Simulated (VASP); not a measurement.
# Co (Im-3m) in VASP: further runs

Co is run at these levels: RPBE; tasks: single point.

Everything below comes from runs of VASP 6.6.1. Logs are shortened: lines on timing, memory, paths and dates and some standing lists are left out, and cuts for length are marked.

## (1) The cell of the first run

Symmetry: Im-3m, No. 229, cubic system. Conventional cell: a = 2.825 Å, b = 2.825 Å, c = 2.825 Å, α = 90.00°, β = 90.00°, γ = 90.00°. Co (site symmetry m-3m) has 14 Co at 2.45 to 2.83 Å within 3.2 Å.

## (2) Single point, RPBE (volume scaled by 1.04)

INCAR

```
SYSTEM = Co
  ALGO = Normal
  EDIFF = 1E-7
  ENCUT = 520
  GGA = RP
  ISIF = 2
  ISMEAR = -1
  LASPH = .TRUE.
  LCHARG = .FALSE.
  LREAL = .FALSE.
  LWAVE = .FALSE.
  NBANDS = 10
  NELM = 100
  PREC = Accurate
  SIGMA = 0.1
```

KPOINTS

```
k-points
0
G
  18 18 18
  0 0 0
```

POSCAR

```
Co
1.0
   -1.4127277108      1.4127277108      1.4127277108
    1.4127277108     -1.4127277108      1.4127277108
    1.4127277108      1.4127277108     -1.4127277108
Co
1
Direct
    0.0000000000      0.0000000000      0.0000000000
```

Potentials or basis: VASP PAW PBE potentials, release 64 (Co).

Started as:

```
cat potpaw_PBE.64/Co/POTCAR > POTCAR
mpirun -np 1 vasp_std > vasp.out
```

OUTCAR:

```text
SYSTEM = Co
   EDIFF = 1E-7
   ENCUT = 520
   GGA = RP
   ISIF = 2
   ISMEAR = -1
   LASPH = .TRUE.
   LREAL = .FALSE.
   NELM = 100
   PREC = Accurate

 ion  position               nearest neighbor table
   1  0.000  0.000  0.000-

  LATTYP: Found a body centered cubic cell.
 ALAT       =     2.8254554216

  Lattice vectors:

 A1 = (  -1.4127277108,   1.4127277108,   1.4127277108)
 A2 = (   1.4127277108,  -1.4127277108,   1.4127277108)
 A3 = (   1.4127277108,   1.4127277108,  -1.4127277108)

Analysis of symmetry for initial positions (statically):
=====================================================================
 Subroutine PRICEL returns:
 Original cell was already a primitive cell.

 Routine SETGRP: Setting up the symmetry group for a
 body centered cubic supercell.

 Subroutine GETGRP returns: Found 48 space group operations
 (whereof 48 operations were pure point group operations)
 out of a pool of 48 trial point group operations.

The static configuration has the point symmetry O_h .

Analysis of symmetry for dynamics (positions and initial velocities):
=====================================================================
 Subroutine PRICEL returns:
 Original cell was already a primitive cell.

 Routine SETGRP: Setting up the symmetry group for a
 body centered cubic supercell.

 Subroutine GETGRP returns: Found 48 space group operations
 (whereof 48 operations were pure point group operations)
 out of a pool of 48 trial point group operations.

The dynamic configuration has the point symmetry O_h .

 Subroutine INISYM returns: Found 48 space group operations
 (whereof 48 operations are pure point group operations),
 and found     1 'primitive' translations

----------------------------------------------------------------------------------------

                                     Primitive cell

  volume of cell :      11.2781

  direct lattice vectors                    reciprocal lattice vectors
    -1.412727711  1.412727711  1.412727711     0.000000000  0.353925244  0.353925244
     1.412727711 -1.412727711  1.412727711     0.353925244  0.000000000  0.353925244
     1.412727711  1.412727711 -1.412727711     0.353925244  0.353925244  0.000000000

  length of vectors
     2.446916172  2.446916172  2.446916172     0.500525880  0.500525880  0.500525880

  position of ions in fractional coordinates (direct lattice)
     0.000000000  0.000000000  0.000000000

  ion indices of the primitive-cell ions
   primitive index   ion index
                 1           1

----------------------------------------------------------------------------------------

 KPOINTS: k-points

Automatic generation of k-mesh.
 Grid dimensions read from file:
 generate k-points for:   18   18   18

 Generating k-lattice:

  Cartesian coordinates                     Fractional coordinates (reciprocal lattice)
     0.000000000  0.019662514  0.019662514     0.055555556  0.000000000  0.000000000
     0.019662514  0.000000000  0.019662514     0.000000000  0.055555556  0.000000000
     0.019662514  0.019662514  0.000000000     0.000000000  0.000000000  0.055555556

  Length of vectors
     0.027806993  0.027806993  0.027806993

  Shift w.r.t. Gamma in fractional coordinates (k-lattice)
     0.000000000  0.000000000  0.000000000

 Subroutine IBZKPT returns following result:
 ===========================================

 Found    195 irreducible k-points:

 Following reciprocal coordinates:
            Coordinates               Weight
  0.000000  0.000000  0.000000      1.000000
  0.055556  0.000000  0.000000     12.000000
  0.111111  0.000000  0.000000     12.000000
  0.166667  0.000000  0.000000     12.000000
  0.222222  0.000000  0.000000     12.000000
  0.277778  0.000000  0.000000     12.000000
[... 16 lines left out ...]
  0.333333  0.111111  0.000000     48.000000
  0.388889  0.111111 -0.000000     48.000000
 [... further k-points ...]
   k-points           NKPTS =    195   k-points in BZ     NKDIM =    195   number of bands    NBANDS=     10
   number of dos      NEDOS =    301   number of ions     NIONS =      1
   total plane-waves  NPLWV =   5832
   dimension x,y,z NGX =    18 NGY =   18 NGZ =   18
   dimension x,y,z NGXF=    36 NGYF=   36 NGZF=   36
   ions per type =               1
   NGX,Y,Z   is equivalent  to a cutoff of  12.23, 12.23, 12.23 a.u.
   NGXF,Y,Z  is equivalent  to a cutoff of  24.46, 24.46, 24.46 a.u.
 SYSTEM =  Co
   PREC   = accura    normal or accurate (medium, high low for compatibility)
   ISTART =      0    job   : 0-new  1-cont  2-samecut
   ICHARG =      2    charge: 1-file 2-atom 10-const
   ISPIN  =      1    spin polarized calculation?
   LNONCOLLINEAR =      F non collinear calculations
   LSORBIT =      F    spin-orbit coupling
   LASPH  =      T    aspherical Exc in radial PAW
   ENCUT  =  520.0 eV  38.22 Ry    6.18 a.u.   4.55  4.55  4.55*2*pi/ulx,y,z
   NELM   =    100;   NELMIN=  2; NELMDL= -5     # of ELM steps
   EDIFF  = 0.1E-06   stopping-criterion for ELM
   LREAL  =      F    real-space projection
   EDIFFG = 0.1E-05   stopping-criterion for IOM
   NSW    =      0    number of steps for IOM
   IBRION =     -1    ionic relax: 0-MD 1-quasi-New 2-CG
   NFREE  =      0    steps in history (QN), initial steepest desc. (CG)
   ISIF   =      2    stress and relaxation
   ISYM   =      2    0-nonsym 1-usesym 2-fastsym
   POTIM  = 0.5000    time-step for ionic-motion
   TEBEG  =    0.0;   TEEND  =   0.0 temperature during run
   PSTRESS=    0.0 pullay stress
   NELECT =       9.0000    total number of electrons
   NUPDOWN=      -1.0000    fix difference up-down
   EMIN   =  10.00;   EMAX   =-10.00  energy-range for DOS
   EFERMI =   0.00;   METHOD = LEGACY
   ISMEAR =    -1;   SIGMA  =   0.10  broadening in eV -4-tet -1-fermi 0-gaus
   EFERMI_NEDOS =   21; number of points for ismear=-14 and -15
   IALGO  =     38    algorithm
   IMIX   =      4    mixing-type and parameters
     AMIX     =   0.40;   BMIX     =  1.00
     AMIX_MAG =   1.60;   BMIX_MAG =  1.00
  volume/ion in A,a.u.               =      11.28        76.11
  Fermi-wavevector in a.u.,A,eV,Ry     =   1.518485  2.869521 31.372273  2.305797
  Thomas-Fermi vector in A             =   2.627599
   LORBIT       =      0    0 simple, 1 ext, 2 COOP (PROOUT), +10 PAW based schemes
   GGA     = RP    functional components
   LHFCALC =     F    Hartree Fock is set to
   AEXX    =    0.0000 exact exchange contribution
   IVDW    =     0    specifies the selected vdW correction
   LEPSILON=     F    determine dielectric tensor
   LRPA    =     F    only Hartree local field effects (RPA)
 non-spin polarized calculation
  energy-cutoff  :      520.00
  volume of cell :       11.28
 maximum number of plane-waves:       321
   NGX =  9   NGY =  9   NGZ =  9

 number of electron       8.9999989 magnetization

 Free energy of the ion-electron system (eV)
  ---------------------------------------------------
  ext. energy  EPLUGINS =         0.00000000
  ---------------------------------------------------
  free energy    TOTEN  =        -6.09771814 eV

  energy without entropy =       -5.97584175  energy(sigma->0) =       -6.03677994

 E-fermi :   9.6491     XC(G=0): -13.0745

 val. band max:        9.6489186848   @ k =  -0.3333  -0.3889   0.0556
 cond. band min:       9.6492304251   @ k =  -0.3333   0.3333   0.1667
 fundamental gap:      0.0003117403
 Fermi energy:         9.6490969704

 k-point     1 :       0.0000    0.0000    0.0000
  band No.  band energies     occupation
      1       1.1716      2.00000
      2       7.9941      2.00000
      3       7.9941      2.00000
      4       7.9941      2.00000
      5       9.3929      1.85672
      6       9.3929      1.85672
      7      35.0358      0.00000
      8      35.0358      0.00000
      9      35.0358      0.00000
     10      40.1890      0.00000

 k-point     2 :       0.0556    0.0000    0.0000
  band No.  band energies     occupation
      1       1.2981      2.00000
      2       7.9614      2.00000
      3       7.9910      2.00000
      4       8.0570      2.00000
      5       9.3593      1.89552
      6       9.3955      1.85331
      7      34.1374      0.00000
      8      34.8432      0.00000
      9      34.9235      0.00000
     10      39.4550      0.00000

 k-point     3 :       0.1111    0.0000    0.0000
  band No.  band energies     occupation
      1       1.6714      2.00000
      2       7.8679      2.00000
      3       7.9733      2.00000
      4       8.2411      2.00000
      5       9.2777      1.95238
      6       9.4037      1.84170
      7      32.0490      0.00000
      8      34.1476      0.00000
      9      34.6442      0.00000
     10      38.1620      0.00000

 k-point     4 :       0.1667    0.0000    0.0000
  band No.  band energies     occupation
      1       2.2712      2.00000
      2       7.7269      2.00000
      3       7.9242      2.00000
      4       8.5321      1.99997
      5       9.1980      1.97827
      6       9.4190      1.81784
      7      29.4776      0.00000
      8      33.0084      0.00000
      9      34.3039      0.00000
     10      36.2567      0.00000

 k-point     5 :       0.2222    0.0000    0.0000
  band No.  band energies     occupation
      1       3.0535      2.00000
      2       7.5574      2.00000
      3       7.8529      2.00000
      4       8.9059      1.99882
      5       9.1678      1.98389
      6       9.4425      1.77520
      7      26.7685      0.00000
      8      31.7448      0.00000
      9      33.9776      0.00000
     10      34.5021      0.00000

 k-point     6 :       0.2778    0.0000    0.0000
  band No.  band energies     occupation
      1       3.9259      2.00000
      2       7.3811      2.00000
      3       7.8453      2.00000
      4       9.1967      1.97854
      5       9.3266      1.92352
      6       9.4731      1.70649
      7      24.0928      0.00000
      8      30.5706      0.00000
      9      32.9418      0.00000
     10      33.7013      0.00000
[... 183 lines left out ...]
 k-point    21 :       0.2222    0.1111   -0.0000
  band No.  band energies     occupation
      1       4.2355      2.00000
      2       7.3889      2.00000
      3       7.6168      2.00000
      4       9.1106      1.99088
      5       9.5166      1.57995
      6       9.6843      0.82589
      7      24.3194      0.00000
      8      27.8087      0.00000
      9      31.6195      0.00000
     10      35.1663      0.00000

 k-point    22 :       0.2778    0.1111   -0.0000
  band No.  band energies     occupation
      1       4.9973      2.00000
      2       7.2309      2.00000
      3       7.7333      2.00000
      4       9.1858      1.98074
      5       9.5889      1.29239
      6      10.2060      0.00760
      7      21.7911      0.00000
      8      26.9540      0.00000
      9      30.5388      0.00000
     10      34.9836      0.00000

 k-point    23 :       0.3333    0.1111    0.0000
  band No.  band energies     occupation
      1       5.4517      2.00000
      2       7.1113      2.00000
      3       8.1109      2.00000
      4       9.2734      1.95438
      5       9.6655      0.91796
      6      10.8266      0.00002
      7      19.5011      0.00000
      8      26.3093      0.00000
      9      29.7202      0.00000
     10      34.8412      0.00000

 k-point    24 :       0.3889    0.1111   -0.0000
  band No.  band energies     occupation
      1       5.6121      2.00000
      2       7.0368      2.00000
      3       8.5239      1.99997
      4       9.3216      1.92714
      5       9.7861      0.40517
      6      11.5202      0.00000
      7      17.6816      0.00000
      8      25.9030      0.00000
      9      29.2076      0.00000
     10      34.7535      0.00000

 [... further k-points ...]

------------------------ aborting loop because EDIFF is reached ----------------------------------------

  FORCE on cell =-STRESS in cart. coord.  units (eV):
  Direction    XX          YY          ZZ          XY          YZ          ZX
  --------------------------------------------------------------------------------------
  -------------------------------------------------------------------------------------
  Total       -0.5650792     -0.5650792     -0.5650792      0.0000000      0.0000000     -0.0000000
  in kB      -80.2757826    -80.2757826    -80.2757826      0.0000000      0.0000000     -0.0000000
  external PRESSURE =     -80.2757826 kB  Pullay stress =       0.0000000 kB

 VOLUME and BASIS-vectors are now :
 -----------------------------------------------------------------------------
  energy-cutoff  :      520.00
  volume of cell :       11.28
      direct lattice vectors                 reciprocal lattice vectors
    -1.412727711  1.412727711  1.412727711     0.000000000  0.353925244  0.353925244
     1.412727711 -1.412727711  1.412727711     0.353925244  0.000000000  0.353925244
     1.412727711  1.412727711 -1.412727711     0.353925244  0.353925244  0.000000000

 POSITION                                       TOTAL-FORCE (eV/Angst)
 -----------------------------------------------------------------------------------
      0.00000      0.00000      0.00000        -0.000000      0.000000     -0.000000
 -----------------------------------------------------------------------------------
    total drift:                                0.000000      0.000000      0.000000

  FREE ENERGIE OF THE ION-ELECTRON SYSTEM (eV)
  ---------------------------------------------------
  free  energy   TOTEN  =        -6.0977181365 eV

  energy  without entropy=       -5.9758417470  energy(sigma->0) =       -6.03677994
```

It took 19 s on 1 thread of Intel Xeon Platinum 8259CL at 2.50GHz (Skylake/Cascade Lake), shared host; peak memory 0.14 GiB.

Results:

```
Free energy : -6.0977 eV
Pressure    : -8.0 GPa
```

Caveat: the PAW data sets were made with another functional, which shifts forces and pressure a little; the run has no spin polarisation, though such a crystal can be magnetic.

(Part 1 of 2 ends here.)
